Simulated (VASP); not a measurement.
Input of a VASP 6.6.1 run:

File INCAR:

```
PREC = Accurate ; ENCUT = 520
EDIFF = 1E-6 ; ISMEAR = 0
SIGMA = 0.05 ; LREAL = F
LASPH = T ; NELM = 150
ALGO = Normal ; ISIF = 2
LWAVE = F ; LCHARG = F
ISPIN = 2 ; MAGMOM = 0 0 2 0 0 0 0 0 0
LORBIT = 11 ; LMAXMIX = 4
LDAU = T ; LDAUTYPE = 2
LDAUL = -1 2 -1 ; LDAUU = 0 1 0
LDAUJ = 0 0 0 ; LDAUPRINT = 1
GGA = PS ; NBANDS = 51
```

The input KPOINTS:

```
Automatic mesh
0
Gamma
  3 3 3
```

POSCAR

```
Cs2WBr6
1.0
    0.0000000000      5.3665004300      5.3665004300
    5.3665004300      0.0000000000      5.3665004300
    5.3665004300      5.3665004300      0.0000000000
Cs W Br
2 1 6
Direct
    0.2500000000      0.2500000000      0.2500000000
    0.7500000000      0.7500000000      0.7500000000
    0.0000000000      0.0000000000      0.0000000000
    0.7550000000      0.2450000000      0.2450000000
    0.2450000000      0.7550000000      0.7550000000
    0.2450000000      0.7550000000      0.2450000000
    0.7550000000      0.2450000000      0.7550000000
    0.2450000000      0.2450000000      0.7550000000
    0.7550000000      0.7550000000      0.2450000000
```

Potentials or basis: VASP PAW PBE potentials, release 64 (Cs_sv, W_sv, Br).

Launch:

```sh
$ cat potpaw_PBE.64/Cs_sv/POTCAR potpaw_PBE.64/W_sv/POTCAR potpaw_PBE.64/Br/POTCAR > POTCAR
$ mpirun -np 1 vasp_std > vasp.out
```

Task: Predict the pressure.

Result: -2.7 GPa.

Task: What does it give for the largest force?

Result: 0.951 eV/Å.

Task: Estimate the net moment.

Result: 2.00 μB per cell.

Forces in eV/Å, atoms in the order of the input:
```
Cs   0.000  0.000  0.000
Cs   0.000  0.000  0.000
W    0.000  0.000  0.000
Br  -0.951  0.000  0.000
Br   0.951  0.000  0.000
Br   0.000 -0.951  0.000
Br   0.000  0.951  0.000
Br   0.000  0.000 -0.951
Br   0.000  0.000  0.951
```

Caveat: the PAW data sets were made with another functional, which shifts forces and pressure a little.
